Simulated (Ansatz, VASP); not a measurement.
## InAs in VASP and in Ansatz

File INCAR:

```
SYSTEM = InAs
PREC = Accurate ; ENCUT = 520
EDIFF = 1E-8 ; ISMEAR = -1
SIGMA = 0.08 ; LREAL = .FALSE.
LASPH = .TRUE. ; NELM = 60
ALGO = Normal ; ISIF = 2
LWAVE = .FALSE. ; LCHARG = .FALSE.
GGA = CA ; LEFG = .TRUE.
NBANDS = 16
```

File KPOINTS:

```
Automatic mesh
0
G
  10 10 10
  0 0 0
```

File POSCAR:

```
InAs
1.0
    0.0000000000      3.0240000000      3.0240000000
    3.0240000000      0.0000000000      3.0240000000
    3.0240000000      3.0240000000      0.0000000000
In As
1 1
Direct
    0.0000000000      0.0000000000      0.0000000000
    0.7500000000      0.7500000000      0.7500000000
```

Input for Ansatz:

```yaml
crystal:
  lattice:
    - [0.0, 3.024, 3.024]
    - [3.024, 0.0, 3.024]
    - [3.024, 3.024, 0.0]
  atoms:
    - { symbol: In, position: [0.0, 0.0, 0.0] }
    - { symbol: As, position: [0.75, 0.75, 0.75] }
kpoints:
  mp_grid: { grid: [10, 10, 10] }
  band_path:
    path:
      - [0.0, 0.0, 0.0]
      - [-0.5, -0.5, 0.0]
      - [-0.375, -0.375, 0.25]
      - [-0.375, 0.0, 0.375]
      - [0.0, 0.0, 0.0]
      - [0.0, 0.0, 0.5]
      - [-0.5, -0.25, 0.25]
      - [-0.5, -0.5, 0.0]
    npoints: 5
scf:
  occupations: { method: fermi_dirac, width: 0.08 }
hamiltonian:
  xc: lda
  pseudopotentials: { kind: paw }
output:
  forces: true
  stress: true
  eigenvalues: true
  efg: { contact_densities: true }
```

Alike in both runs: task electric field gradients; functional LDA; k mesh 10 × 10 × 10; occupations fermi-dirac, width 0.08 eV; no spin polarisation.

```csv
,VASP,Ansatz
version,VASP 6.6.1,Ansatz 0.2.0
potentials or method,"VASP PAW LDA potentials, release 64 (In_d, As)","PAW with Ansatz's default frozen-core files, scalar-relativistic"
plane-wave cutoff (eV),520,420
valence electrons in the cell,18,28
```

Ansatz gave:

```
pressure (GPa) : -0.6
```

Question: Estimate VASP's values.

Answer: Pressure (GPa): -0.5.

LDA's correlation is that of Perdew and Zunger in VASP and of Perdew and Wang (1992) in Ansatz. VASP's potentials hold 18 valence electrons a cell and Ansatz's 28, so a difference there can come from the potentials and not from the codes.
